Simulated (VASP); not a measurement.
# TiAl in VASP: notebook

Runs on TiAl. Level: LDA. Tasks: single point, relaxation of the atoms.

All numbers are computed with VASP 6.6.1; they aren't measurements. Logs are shortened: lines on timing, memory, paths and dates and some standing lists are left out, and cuts for length are marked.

### Step 1. The cell of the first run

The cell holds a slab with vacuum, 4 atoms: a = 2.867 Å, b = 2.867 Å, c = 21.017 Å, α = 90.00°, β = 90.00°, γ = 120.00°.

### Step 2. Single point, LDA

INCAR

```
SYSTEM = TiAl
PREC = Accurate
ENCUT = 520
EDIFF = 1E-6
ISMEAR = -1
SIGMA = 0.1
LREAL = .FALSE.
LASPH = .TRUE.
NELM = 100
ALGO = Normal
ISIF = 2
LWAVE = .FALSE.
LCHARG = .FALSE.
LDIPOL = .TRUE.
IDIPOL = 3
DIPOL = 0.5 0.5 0.496
GGA = CA
NBANDS = 23
```

KPOINTS

```
Automatic mesh
0
G
  7 7 1
  0 0 0
```

POSCAR

```
TiAl
1.0
    2.8672620000      0.0000000000      0.0000000000
   -1.4336310000      2.4831217313      0.0000000000
    0.0000000000      0.0000000000     21.0171245000
Ti Al
2 2
Direct
    0.0000000000      0.0000000000      0.3330617373
    0.0000000000      0.0000000000      0.5509231742
    0.3333333333      0.6666666667      0.4443539124
    0.3333333333      0.6666666667      0.6576241524
```

Potentials or basis: VASP PAW LDA potentials, release 64 (Ti_sv, Al).

Launch:

```bash
$ cat potpaw_LDA.64/Ti_sv/POTCAR potpaw_LDA.64/Al/POTCAR > POTCAR
$ mpirun -np 1 vasp_std > vasp.out
```

OUTCAR:

```text
SYSTEM = TiAl
   PREC = Accurate
   ENCUT = 520
   EDIFF = 1E-6
   ISMEAR = -1
   LREAL = .FALSE.
   LASPH = .TRUE.
   NELM = 100
   ISIF = 2
   GGA = CA

 ion  position               nearest neighbor table
   1  0.000  0.000  0.333-   3 2.87   3 2.87   3 2.87
   2  0.000  0.000  0.551-   3 2.79   3 2.79   3 2.79   4 2.79   4 2.79   4 2.79
   3  0.333  0.667  0.444-   2 2.79   2 2.79   2 2.79   1 2.87   1 2.87   1 2.87
   4  0.333  0.667  0.658-   2 2.79   2 2.79   2 2.79

  LATTYP: Found a hexagonal cell.
 ALAT       =     2.8672620000
 C/A-ratio  =     7.3300327978

  Lattice vectors:

 A1 = (   2.8672620000,   0.0000000000,   0.0000000000)
 A2 = (  -1.4336310000,   2.4831217313,   0.0000000000)
 A3 = (   0.0000000000,   0.0000000000,  21.0171245000)

Analysis of symmetry for initial positions (statically):
=====================================================================
 Subroutine PRICEL returns:
 Original cell was already a primitive cell.

 Routine SETGRP: Setting up the symmetry group for a
 hexagonal supercell.

 Subroutine GETGRP returns: Found  6 space group operations
 (whereof  6 operations were pure point group operations)
 out of a pool of 24 trial point group operations.

The static configuration has the point symmetry C_3v.

Analysis of symmetry for dynamics (positions and initial velocities):
=====================================================================
 Subroutine PRICEL returns:
 Original cell was already a primitive cell.

 Routine SETGRP: Setting up the symmetry group for a
 hexagonal supercell.

 Subroutine GETGRP returns: Found  6 space group operations
 (whereof  6 operations were pure point group operations)
 out of a pool of 24 trial point group operations.

The dynamic configuration has the point symmetry C_3v.

 Subroutine INISYM returns: Found  6 space group operations
 (whereof  6 operations are pure point group operations),
 and found     1 'primitive' translations

----------------------------------------------------------------------------------------

                                     Primitive cell

  volume of cell :     149.6369
[... 75 lines left out ...]
   NELM   =    100;   NELMIN=  2; NELMDL= -5     # of ELM steps
   EDIFF  = 0.1E-05   stopping-criterion for ELM
   LREAL  =      F    real-space projection
   EDIFFG = 0.1E-04   stopping-criterion for IOM
   NSW    =      0    number of steps for IOM
   IBRION =     -1    ionic relax: 0-MD 1-quasi-New 2-CG
   NFREE  =      0    steps in history (QN), initial steepest desc. (CG)
   ISIF   =      2    stress and relaxation
   ISYM   =      2    0-nonsym 1-usesym 2-fastsym
   POTIM  = 0.5000    time-step for ionic-motion
   TEBEG  =    0.0;   TEEND  =   0.0 temperature during run
   PSTRESS=    0.0 pullay stress
   NELECT =      30.0000    total number of electrons
   NUPDOWN=      -1.0000    fix difference up-down
   EMIN   =  10.00;   EMAX   =-10.00  energy-range for DOS
   EFERMI =   0.00;   METHOD = LEGACY
   ISMEAR =    -1;   SIGMA  =   0.10  broadening in eV -4-tet -1-fermi 0-gaus
   EFERMI_NEDOS =   21; number of points for ismear=-14 and -15
   IALGO  =     38    algorithm
   IMIX   =      4    mixing-type and parameters
     AMIX     =   0.40;   BMIX     =  1.00
     AMIX_MAG =   1.60;   BMIX_MAG =  1.00
  volume/ion in A,a.u.               =      37.41       252.45
  Fermi-wavevector in a.u.,A,eV,Ry     =   0.958155  1.810650 12.490973  0.918061
  Thomas-Fermi vector in A             =   2.087237
   LORBIT       =      0    0 simple, 1 ext, 2 COOP (PROOUT), +10 PAW based schemes
   GGA     = CA    functional components
   LHFCALC =     F    Hartree Fock is set to
   AEXX    =    0.0000 exact exchange contribution
   IVDW    =     0    specifies the selected vdW correction
   LEPSILON=     F    determine dielectric tensor
   LRPA    =     F    only Hartree local field effects (RPA)
 non-spin polarized calculation
  energy-cutoff  :      520.00
  volume of cell :      149.64
 maximum number of plane-waves:      4075
 NGX is ok and might be reduce to    24
   NGX = 11   NGY = 11   NGZ = 79

 dipolmoment           0.000000      0.000000     -0.010810 electrons x Angstroem

 number of electron      30.0000007 magnetization

 dipolmoment           0.000000      0.000000      0.001812 electrons x Angstroem

 Free energy of the ion-electron system (eV)
  ---------------------------------------------------
  ext. energy  EPLUGINS =         0.00000000
  ---------------------------------------------------
  free energy    TOTEN  =       -24.76385187 eV

  energy without entropy =      -24.58623700  energy(sigma->0) =      -24.67504444

 E-fermi :   0.9654     XC(G=0):  -5.8857

 val. band max:        0.9560613277   @ k =   0.2857  -0.0000   0.0000
 cond. band min:       0.9821466154   @ k =   0.2857   0.1429   0.0000
 fundamental gap:      0.0260852877
 Fermi energy:         0.9653803427

 k-point     1 :       0.0000    0.0000    0.0000
  band No.  band energies     occupation
      1     -55.1776      2.00000
      2     -54.7964      2.00000
      3     -31.9018      2.00000
      4     -31.5165      2.00000
      5     -31.4368      2.00000
      6     -31.4368      2.00000
[... 197 lines left out ...]
     22       3.8122      0.00000
     23       4.3694      0.00000

------------------------ aborting loop because EDIFF is reached ----------------------------------------

 vacuum level on the upper side and lower side of the slab       (xc-potential included)        -0.129        -0.219

  FORCE on cell =-STRESS in cart. coord.  units (eV):
  Direction    XX          YY          ZZ          XY          YZ          ZX
  --------------------------------------------------------------------------------------
  -------------------------------------------------------------------------------------
  Total       -3.5362959     -3.5362959     -1.1894334      0.0000000     -0.0000000      0.0000000
  in kB      -37.8634770    -37.8634770    -12.7353839      0.0000000     -0.0000000      0.0000000
  external PRESSURE =     -29.4874459 kB  Pullay stress =       0.0000000 kB

 VOLUME and BASIS-vectors are now :
 -----------------------------------------------------------------------------
  energy-cutoff  :      520.00
  volume of cell :      149.64
      direct lattice vectors                 reciprocal lattice vectors
     2.867262000  0.000000000  0.000000000     0.348764780  0.201359439  0.000000000
    -1.433631000  2.483121731  0.000000000     0.000000000  0.402718879  0.000000000
     0.000000000  0.000000000 21.017124500     0.000000000  0.000000000  0.047580248

 POSITION                                       TOTAL-FORCE (eV/Angst)
 -----------------------------------------------------------------------------------
      0.00000      0.00000      7.00000         0.000000      0.000000      0.444202
      0.00000      0.00000     11.57882        -0.000000     -0.000000     -0.025803
     -0.00000      1.65541      9.33904        -0.000000      0.000000     -0.399903
     -0.00000      1.65541     13.82137        -0.000000      0.000000     -0.018497
 -----------------------------------------------------------------------------------
    total drift:                                0.000000     -0.000000      0.000084

  FREE ENERGIE OF THE ION-ELECTRON SYSTEM (eV)
  ---------------------------------------------------
  free  energy   TOTEN  =       -24.7638518711 eV

  energy  without entropy=      -24.5862370041  energy(sigma->0) =      -24.67504444

 vacuum level on the upper side and lower side of the slab         5.578         5.474
```

OSZICAR:

```text
N       E                     dE             d eps       ncg     rms          rms(c)
DAV:   1     0.268410294245E+03    0.26841E+03   -0.15048E+04   432   0.121E+03
DAV:   2     0.463776496716E+01   -0.26377E+03   -0.25353E+03   410   0.359E+02
DAV:   3    -0.246138193324E+02   -0.29252E+02   -0.28469E+02   682   0.992E+01
[... 18 lines left out ...]
DAV:  22    -0.247638244557E+02   -0.46612E-04   -0.45727E-06   354   0.101E-02    0.288E-03
DAV:  23    -0.247638438707E+02   -0.19415E-04   -0.12097E-06   279   0.373E-03    0.137E-03
DAV:  24    -0.247638499065E+02   -0.60357E-05   -0.41708E-07   242   0.269E-03    0.106E-03
DAV:  25    -0.247638515815E+02   -0.16750E-05   -0.14768E-07   235   0.206E-03    0.369E-04
DAV:  26    -0.247638518711E+02   -0.28959E-06   -0.25960E-08   212   0.869E-04
   1 F= -.24763852E+02 E0= -.24675044E+02  d E =-.177615E+00
```

Run time: 97 s. Hardware: 1 thread of Intel Xeon 8259CL, shared host; peak memory 0.23 GiB.

What came out:

```
Free energy            : -24.7639 eV
Largest force          : 0.444 eV/Å
Band gap on the k mesh : zero (bands 15 and 16 overlap by 0.27 eV)
```

Forces on the atoms (eV/Å):
```
Ti   0.000  0.000  0.444
Ti   0.000  0.000 -0.026
Al   0.000  0.000 -0.400
Al   0.000  0.000 -0.018
```

Levels at points of the mesh, in eV from the Fermi level:
```csv
k point,band 13,band 14,band 15,band 16,band 17,band 18
"(0.00, 0.00, 0.00)",-1.28,-0.57,-0.09,1.00,1.00,1.25
```

Caveat: the k points lie up to 0.36 Å⁻¹ apart.

### Step 3. Relaxation of the atoms, LDA

INCAR, as its differences from that of step 2:

```diff
@@ -8,3 +8,3 @@
 LASPH = .TRUE.
-NELM = 100
+NELM = 80
 ALGO = Normal
@@ -15,4 +15,5 @@
 IDIPOL = 3
-DIPOL = 0.5 0.5 0.496
-GGA = CA
-NBANDS = 23
+DIPOL = 0.5 0.5 0.500
+IBRION = 2
+NSW = 50
+EDIFFG = -0.03
```

KPOINTS is that of step 2.

POSCAR

```
TiAl
1.0
    2.8672620000      0.0000000000      0.0000000000
   -1.4336310000      2.4831217313      0.0000000000
    0.0000000000      0.0000000000     21.0171245000
Ti Al
2 2
Selective dynamics
Direct
    0.0000000000      0.0000000000      0.3330617373  F F F
    0.0000000000      0.0000000000      0.5556460876  T T T
    0.3333330000      0.6666670000      0.4443539124  F F F
    0.3333330000      0.6666670000      0.6669382627  T T T
```

Potentials or basis: VASP PAW LDA potentials, release 64 (Ti_sv, Al).

Launch:

```bash
$ cat potpaw_LDA.64/Ti_sv/POTCAR potpaw_LDA.64/Al/POTCAR > POTCAR
$ mpirun -np 1 vasp_std > vasp.out
```

Run time: 4 min. Hardware: 1 thread of Intel Xeon 8259CL, shared host; peak memory 0.23 GiB.

The run converged. Its results:

```yaml
Free_energy: -24.7640 eV
Energy_gained_by_relaxing: 11.5 meV/atom
Ionic_steps: 6
Band_gap_on_the_k_mesh: zero (bands 15 and 16 overlap by 0.27 eV)
```

Step by step:
```csv
step,energy change (eV),largest force on free atoms (eV/Å),pressure (GPa)
1,0.0000,0.3638,-4.03
2,-0.0066,0.3261,-3.94
3,-0.0230,0.2035,-3.68
4,-0.0378,0.3320,-3.06
5,-0.0452,0.1006,-2.96
6,-0.0460,0.0190,-2.90
```

Final structure:
```
CELL_PARAMETERS angstrom
2.86726 0.00000 0.00000
-1.43363 2.48312 0.00000
0.00000 0.00000 21.01712
ATOMIC_POSITIONS crystal
Ti 0.00000 0.00000 0.33306
Ti 0.00000 0.00000 0.55060
Al 0.33333 0.66667 0.44435
Al 0.33333 0.66667 0.65733
```

Levels at points of the mesh, in eV from the Fermi level:
```csv
k point,band 13,band 14,band 15,band 16,band 17,band 18
"(0.00, 0.00, 0.00)",-1.28,-0.57,-0.09,1.00,1.00,1.26
```

Caveat: the k points lie up to 0.36 Å⁻¹ apart.
